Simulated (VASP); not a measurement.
# SiMo5 (P4/mmm) in VASP: notebook

Runs on SiMo5. Level: PBE. Tasks: single point, relaxation of cell and atoms.

Program: VASP 6.6.1. These are calculated values, not measurements. Logs are shortened: lines on timing, memory, paths and dates and some standing lists are left out, and cuts for length are marked.

### 1 The cell of the first run

It takes space group P4/mmm (No. 123, tetragonal). Conventional cell: a = 6.296 Å, b = 6.296 Å, c = 2.827 Å, α = 90.00°, β = 90.00°, γ = 90.00°. Within 3.3 Å of Si (site symmetry 4/mmm) lie 8 Mo at 2.49 Å and 2 Si at 2.83 Å. Mo (site symmetry m2m) has 5 Mo at 2.20 to 2.90 Å and 2 Si at 2.49 Å within 2.9 Å. Within 3.7 Å of Mo (site symmetry 4/mmm) lie 10 Mo at 2.83 to 3.33 Å.

### 2 Single point, PBE

INCAR

```
PREC     = Accurate       # precision mode
ENCUT    = 500            # plane-wave cutoff, eV
EDIFF    = 1E-6           # SCF threshold, eV
ISMEAR   = 0              # smearing method
SIGMA    = 0.2            # smearing width, eV
LREAL    = F              # projectors in reciprocal space
LASPH    = T              # aspherical terms in the spheres
NELM     = 120            # most SCF steps
ALGO     = Normal         # electronic algorithm
ISIF     = 2              # what is computed and relaxed
LWAVE    = F              # write WAVECAR
LCHARG   = F              # write CHGCAR
GGA      = PE             # functional
NBANDS   = 46             # bands
GGA_COMPAT= F
```

KPOINTS

```
Automatic mesh
0
Gamma
  3 3 4
```

POSCAR

```
SiMo5
1.0
    6.2958772064      0.0000000000      0.0000000000
    0.0000000000      6.2958772064      0.0000000000
    0.0000000000      0.0000000000      2.8271390897
Si Mo
1 5
Direct
    0.5000000000      0.5000000000      0.5000000000
    0.8253732253      0.5000000000      0.0000000000
    0.1746267747      0.5000000000      0.0000000000
    0.5000000000      0.1746267747      0.0000000000
    0.5000000000      0.8253732253      0.0000000000
    0.0000000000      0.0000000000      0.0000000000
```

Potentials or basis: VASP PAW PBE potentials, release 64 (Si, Mo_sv).

Command:

```bash
$ cat potpaw_PBE.64/Si/POTCAR potpaw_PBE.64/Mo_sv/POTCAR > POTCAR
$ mpirun -np 1 vasp_std > vasp.out
```

OUTCAR:

```text
PREC = Accurate
   ENCUT = 500
   EDIFF = 1E-6
   ISMEAR = 0
   LREAL = F
   LASPH = T
   NELM = 120
   ISIF = 2
   GGA = PE

 ion  position               nearest neighbor table
   1  0.500  0.500  0.500-   2 2.49   3 2.49   4 2.49   5 2.49   2 2.49   3 2.49   4 2.49   5 2.49

   2  0.825  0.500  0.000-   3 2.20   1 2.49   1 2.49   5 2.90   4 2.90   6 3.33   6 3.33
   3  0.175  0.500  0.000-   2 2.20   1 2.49   1 2.49   5 2.90   4 2.90   6 3.33   6 3.33
   4  0.500  0.175  0.000-   5 2.20   1 2.49   1 2.49   2 2.90   3 2.90   6 3.33   6 3.33
   5  0.500  0.825  0.000-   4 2.20   1 2.49   1 2.49   2 2.90   3 2.90   6 3.33   6 3.33
   6  0.000  0.000  0.000-   2 3.33   3 3.33   4 3.33   5 3.33   2 3.33   3 3.33   4 3.33   5 3.33

  LATTYP: Found a simple tetragonal cell.
 ALAT       =     6.2958772064
 C/A-ratio  =     0.4490460975

  Lattice vectors:

 A1 = (   6.2958772064,   0.0000000000,   0.0000000000)
 A2 = (   0.0000000000,   6.2958772064,   0.0000000000)
 A3 = (   0.0000000000,   0.0000000000,   2.8271390897)

Analysis of symmetry for initial positions (statically):
=====================================================================
 Subroutine PRICEL returns:
 Original cell was already a primitive cell.

 Routine SETGRP: Setting up the symmetry group for a
 simple tetragonal supercell.

 Subroutine GETGRP returns: Found 16 space group operations
 (whereof 16 operations were pure point group operations)
 out of a pool of 16 trial point group operations.

The static configuration has the point symmetry D_4h.

Analysis of symmetry for dynamics (positions and initial velocities):
=====================================================================
 Subroutine PRICEL returns:
 Original cell was already a primitive cell.

 Routine SETGRP: Setting up the symmetry group for a
 simple tetragonal supercell.

 Subroutine GETGRP returns: Found 16 space group operations
 (whereof 16 operations were pure point group operations)
 out of a pool of 16 trial point group operations.

The dynamic configuration has the point symmetry D_4h.

 Subroutine INISYM returns: Found 16 space group operations
 (whereof 16 operations are pure point group operations),
 and found     1 'primitive' translations

----------------------------------------------------------------------------------------

                                     Primitive cell

  volume of cell :     112.0623

  direct lattice vectors                    reciprocal lattice vectors
     6.295877206  0.000000000  0.000000000     0.158834102  0.000000000  0.000000000
     0.000000000  6.295877206  0.000000000     0.000000000  0.158834102  0.000000000
     0.000000000  0.000000000  2.827139090     0.000000000  0.000000000  0.353714468

  length of vectors
     6.295877206  6.295877206  2.827139090     0.158834102  0.158834102  0.353714468

  position of ions in fractional coordinates (direct lattice)
     0.500000000  0.500000000  0.500000000
     0.825373225  0.500000000  0.000000000
     0.174626775  0.500000000  0.000000000
     0.500000000  0.174626775  0.000000000
     0.500000000  0.825373225  0.000000000
     0.000000000  0.000000000  0.000000000

  ion indices of the primitive-cell ions
   primitive index   ion index
                 1           1
                 2           2
                 3           3
                 4           4
                 5           5
                 6           6

----------------------------------------------------------------------------------------

 KPOINTS: Automatic mesh

Automatic generation of k-mesh.
 Grid dimensions read from file:
 generate k-points for:    3    3    4

 Generating k-lattice:

  Cartesian coordinates                     Fractional coordinates (reciprocal lattice)
     0.052944701  0.000000000  0.000000000     0.333333333  0.000000000  0.000000000
     0.000000000  0.052944701  0.000000000     0.000000000  0.333333333  0.000000000
     0.000000000  0.000000000  0.088428617     0.000000000  0.000000000  0.250000000

  Length of vectors
     0.052944701  0.052944701  0.088428617

  Shift w.r.t. Gamma in fractional coordinates (k-lattice)
     0.000000000  0.000000000  0.000000000

 Subroutine IBZKPT returns following result:
 ===========================================

 Found      9 irreducible k-points:

 Following reciprocal coordinates:
            Coordinates               Weight
  0.000000  0.000000  0.000000      1.000000
  0.333333  0.000000  0.000000      4.000000
  0.333333  0.333333  0.000000      4.000000
  0.000000  0.000000  0.250000      2.000000
  0.333333  0.000000  0.250000      8.000000
  0.333333  0.333333  0.250000      8.000000
  0.000000  0.000000  0.500000      1.000000
  0.333333  0.000000  0.500000      4.000000
  0.333333  0.333333  0.500000      4.000000
   k-points           NKPTS =      9   k-points in BZ     NKDIM =      9   number of bands    NBANDS=     46
   number of dos      NEDOS =    301   number of ions     NIONS =      6
   total plane-waves  NPLWV =  55296
   dimension x,y,z NGX =    48 NGY =   48 NGZ =   24
   dimension x,y,z NGXF=    96 NGYF=   96 NGZF=   48
   ions per type =               1   5
   NGX,Y,Z   is equivalent  to a cutoff of  12.67, 12.67, 14.11 a.u.
   NGXF,Y,Z  is equivalent  to a cutoff of  25.35, 25.35, 28.23 a.u.
 SYSTEM =  unknown system
   PREC   = accura    normal or accurate (medium, high low for compatibility)
   ISTART =      0    job   : 0-new  1-cont  2-samecut
   ICHARG =      2    charge: 1-file 2-atom 10-const
   ISPIN  =      1    spin polarized calculation?
   LNONCOLLINEAR =      F non collinear calculations
   LSORBIT =      F    spin-orbit coupling
   LASPH  =      T    aspherical Exc in radial PAW
   ENCUT  =  500.0 eV  36.75 Ry    6.06 a.u.  11.48 11.48  5.15*2*pi/ulx,y,z
   NELM   =    120;   NELMIN=  2; NELMDL= -5     # of ELM steps
   EDIFF  = 0.1E-05   stopping-criterion for ELM
   LREAL  =      F    real-space projection
   EDIFFG = 0.1E-04   stopping-criterion for IOM
   NSW    =      0    number of steps for IOM
   IBRION =     -1    ionic relax: 0-MD 1-quasi-New 2-CG
   NFREE  =      0    steps in history (QN), initial steepest desc. (CG)
   ISIF   =      2    stress and relaxation
   ISYM   =      2    0-nonsym 1-usesym 2-fastsym
   POTIM  = 0.5000    time-step for ionic-motion
   TEBEG  =    0.0;   TEEND  =   0.0 temperature during run
   PSTRESS=    0.0 pullay stress
   NELECT =      74.0000    total number of electrons
   NUPDOWN=      -1.0000    fix difference up-down
   EMIN   =  10.00;   EMAX   =-10.00  energy-range for DOS
   EFERMI =   0.00;   METHOD = LEGACY
   ISMEAR =     0;   SIGMA  =   0.20  broadening in eV -4-tet -1-fermi 0-gaus
   EFERMI_NEDOS =   21; number of points for ismear=-14 and -15
   IALGO  =     38    algorithm
   IMIX   =      4    mixing-type and parameters
     AMIX     =   0.40;   BMIX     =  1.00
     AMIX_MAG =   1.60;   BMIX_MAG =  1.00
  volume/ion in A,a.u.               =      18.68       126.04
  Fermi-wavevector in a.u.,A,eV,Ry     =   1.425604  2.694001 27.651749  2.032346
  Thomas-Fermi vector in A             =   2.545970
   LORBIT       =      0    0 simple, 1 ext, 2 COOP (PROOUT), +10 PAW based schemes
   GGA     = PE    functional components
   LHFCALC =     F    Hartree Fock is set to
   AEXX    =    0.0000 exact exchange contribution
   IVDW    =     0    specifies the selected vdW correction
   LEPSILON=     F    determine dielectric tensor
   LRPA    =     F    only Hartree local field effects (RPA)
 non-spin polarized calculation
 Gauss-broadening in eV      SIGMA  =   0.20
  energy-cutoff  :      500.00
  volume of cell :      112.06
 maximum number of plane-waves:      2860
 NGX is ok and might be reduce to    48
   NGX = 23   NGY = 23   NGZ = 11

 number of electron      74.0000004 magnetization

 Free energy of the ion-electron system (eV)
  ---------------------------------------------------
  ext. energy  EPLUGINS =         0.00000000
  ---------------------------------------------------
  free energy    TOTEN  =       -52.10691870 eV

  energy without entropy =      -51.94589039  energy(sigma->0) =      -52.02640455

 E-fermi :   9.3038     XC(G=0): -11.7862

 val. band max:        9.2730703969   @ k =   0.3333   0.0000   0.2500
 cond. band min:       9.3414794305   @ k =   0.3333   0.3333   0.2500
 fundamental gap:      0.0684090336
 Fermi energy:         9.3037891654

 k-point     1 :       0.0000    0.0000    0.0000
  band No.  band energies     occupation
      1     -51.8684      2.00000
      2     -51.8113      2.00000
      3     -51.7969      2.00000
      4     -51.3260      2.00000
      5     -51.3260      2.00000
      6     -27.2962      2.00000
[... 38 lines left out ...]
     45      11.1983      0.00000
     46      11.9417      0.00000

 k-point     2 :       0.3333    0.0000    0.0000
  band No.  band energies     occupation
      1     -51.8545      2.00000
      2     -51.8259      2.00000
      3     -51.7970      2.00000
      4     -51.3260      2.00000
      5     -51.3251      2.00000
      6     -27.2192      2.00000
[... 38 lines left out ...]
     45      11.2432      0.00000
     46      11.5371      0.00000

 k-point     3 :       0.3333    0.3333    0.0000
  band No.  band energies     occupation
      1     -51.8467      2.00000
      2     -51.8323      2.00000
      3     -51.7976      2.00000
      4     -51.3491      2.00000
      5     -51.3029      2.00000
      6     -27.1751      2.00000
[... 38 lines left out ...]
     45      11.2297      0.00000
     46      11.4001      0.00000

 k-point     4 :       0.0000    0.0000    0.2500
  band No.  band energies     occupation
      1     -51.8291      2.00000
      2     -51.7729      2.00000
      3     -51.7615      2.00000
      4     -51.2893      2.00000
      5     -51.2893      2.00000
      6     -27.2409      2.00000
[... 185 lines left out ...]
     45      12.1796      0.00000
     46      12.1946      0.00000

 k-point     8 :       0.3333    0.0000    0.5000
  band No.  band energies     occupation
      1     -51.7761      2.00000
      2     -51.7485      2.00000
      3     -51.7260      2.00000
      4     -51.2522      2.00000
      5     -51.2512      2.00000
      6     -27.1142      2.00000
[... 38 lines left out ...]
     45      12.2677      0.00000
     46      12.3322      0.00000

 k-point     9 :       0.3333    0.3333    0.5000
  band No.  band energies     occupation
      1     -51.7686      2.00000
      2     -51.7546      2.00000
      3     -51.7266      2.00000
      4     -51.2743      2.00000
      5     -51.2299      2.00000
      6     -27.0747      2.00000
[... 38 lines left out ...]
     45      12.1312      0.00000
     46      12.1561      0.00000

------------------------ aborting loop because EDIFF is reached ----------------------------------------

  FORCE on cell =-STRESS in cart. coord.  units (eV):
  Direction    XX          YY          ZZ          XY          YZ          ZX
  --------------------------------------------------------------------------------------
  -------------------------------------------------------------------------------------
  Total        0.6015252      0.6015252      0.2430327      0.0000000      0.0000000     -0.0000000
  in kB        8.6001242      8.6001242      3.4746864      0.0000000      0.0000000     -0.0000000
  external PRESSURE =       6.8916449 kB  Pullay stress =       0.0000000 kB

 VOLUME and BASIS-vectors are now :
 -----------------------------------------------------------------------------
  energy-cutoff  :      500.00
  volume of cell :      112.06
      direct lattice vectors                 reciprocal lattice vectors
     6.295877206  0.000000000  0.000000000     0.158834102  0.000000000  0.000000000
     0.000000000  6.295877206  0.000000000     0.000000000  0.158834102  0.000000000
     0.000000000  0.000000000  2.827139090     0.000000000  0.000000000  0.353714468

 POSITION                                       TOTAL-FORCE (eV/Angst)
 -----------------------------------------------------------------------------------
      3.14794      3.14794      1.41357         0.000000      0.000000      0.000000
      5.19645      3.14794      0.00000        -0.201804     -0.000000      0.000000
      1.09943      3.14794      0.00000         0.201804     -0.000000     -0.000000
      3.14794      1.09943      0.00000         0.000000      0.201804     -0.000000
      3.14794      5.19645      0.00000        -0.000000     -0.201804      0.000000
      0.00000      0.00000      0.00000         0.000000      0.000000      0.000000
 -----------------------------------------------------------------------------------
    total drift:                                0.000000     -0.000000      0.000000

  FREE ENERGIE OF THE ION-ELECTRON SYSTEM (eV)
  ---------------------------------------------------
  free  energy   TOTEN  =       -52.1069187013 eV

  energy  without entropy=      -51.9458903936  energy(sigma->0) =      -52.02640455
```

Run time: 55 s. Hardware: 1 thread of AMD EPYC 9R45 (Zen 5), shared host; peak memory 0.19 GiB.

What came out:

```yaml
Free_energy: -52.1069 eV
Pressure: 0.7 GPa
Largest_force: 0.202 eV/Å
Band_gap_on_the_k_mesh: zero (band 37 reaches 9.43 eV, above the bottom of band 38 at 8.91 eV)
```

Forces on the atoms (eV/Å):
```
Si   0.000  0.000  0.000
Mo  -0.202  0.000  0.000
Mo   0.202  0.000  0.000
Mo   0.000  0.202  0.000
Mo   0.000 -0.202  0.000
Mo   0.000  0.000  0.000
```

Caveat: the k points lie up to 0.56 Å⁻¹ apart.

### 3 Relaxation of cell and atoms, PBE

This run uses another cell than the first one, of 15.24 Å³/atom, 0.816 times its volume.

INCAR

```
  ALGO = Fast
  EDIFF = 1E-6
  EDIFFG = -0.01
  ENCUT = 600
  GGA = PE
  IBRION = 2
  ISIF = 3
  ISMEAR = 0
  LASPH = T
  LCHARG = F
  LREAL = F
  LWAVE = F
  NELM = 100
  NSW = 100
  PREC = Accurate
  SIGMA = 0.1
```

KPOINTS

```
k-points
0
Gamma
  10 10 4
```

POSCAR

```
SiMo5
1.0
    3.1944840272      0.0000000000      0.0000000000
    0.0000000000      3.1944840272      0.0000000000
    0.0000000000      0.0000000000      8.9632764619
Si Mo
1 5
Direct
    0.0000000000      0.0000000000      0.0000000000
    0.0000000000      0.0000000000      0.6725068522
    0.5000000000      0.5000000000      0.8429994128
    0.0000000000      0.0000000000      0.3274931478
    0.5000000000      0.5000000000      0.1570005872
    0.5000000000      0.5000000000      0.5000000000
```

Potentials or basis: VASP PAW PBE potentials, release 64 (Si, Mo_sv).

Command:

```bash
$ cat potpaw_PBE.64/Si/POTCAR potpaw_PBE.64/Mo_sv/POTCAR > POTCAR
$ mpirun -np 1 vasp_std > vasp.out
```

Run time: 14 min. Hardware: 1 thread of AMD EPYC 9R45 (Zen 5), shared host; peak memory 0.37 GiB.

Results (log left out):

```yaml
Free_energy: -60.3877 eV
Energy_gained_by_relaxing: 1.2 meV/atom
Ionic_steps: 7
Pressure_after_relaxing: 0.0 GPa
Largest_force_after_relaxing: 0.004 eV/Å
Band_gap_on_the_k_mesh: zero (band 37 reaches 13.47 eV, above the bottom of band 38 at 11.82 eV)
```

Forces on the atoms (eV/Å):
```
Si   0.000  0.000  0.000
Mo   0.000  0.000  0.001
Mo   0.000  0.000 -0.004
Mo   0.000  0.000 -0.001
Mo   0.000  0.000  0.004
Mo   0.000  0.000  0.000
```

Step by step:
```
step  energy change (eV)  largest force (eV/Å)  pressure (GPa)  volume (Å³)
   1              0.0000                0.0641            0.20        91.47
   2             -0.0059                0.0683           -0.62        91.72
   3             -0.0059                0.0686           -0.65        91.73
   4             -0.0049                0.0500            1.27        90.99
   5             -0.0068                0.0511            0.09        91.43
   6             -0.0071                0.0187            0.06        91.45
   7             -0.0072                0.0038            0.02        91.46
```

Final structure:
```yaml
crystal:
  lattice:
    - [3.17932, 0.00000, 0.00000]
    - [0.00000, 3.17932, 0.00000]
    - [0.00000, 0.00000, 9.04852]
  atoms:
    - { symbol: Si, position: [0.00000, 0.00000, 0.00000] }
    - { symbol: Mo, position: [0.00000, 0.00000, 0.67220] }
    - { symbol: Mo, position: [0.50000, 0.50000, 0.84199] }
    - { symbol: Mo, position: [0.00000, 0.00000, 0.32780] }
    - { symbol: Mo, position: [0.50000, 0.50000, 0.15801] }
    - { symbol: Mo, position: [0.50000, 0.50000, 0.50000] }
```

Levels at points of the mesh, in eV from the Fermi level:
```csv
k point,band 35,band 36,band 37,band 38,band 39,band 40
"(0.00, 0.00, 0.00)",-0.33,-0.24,-0.20,-0.20,0.15,0.15
"(0.50, 0.00, 0.00)",-1.24,-0.03,0.04,0.54,0.68,1.29
"(0.50, 0.50, 0.00)",0.59,0.59,1.29,1.74,1.74,1.92
"(0.00, 0.00, 0.50)",-0.99,-0.79,-0.79,-0.36,1.05,1.28
"(0.50, 0.00, 0.50)",-0.59,-0.53,-0.15,0.19,0.93,0.95
"(0.50, 0.50, 0.50)",-0.37,-0.26,1.15,1.78,1.83,2.32
```
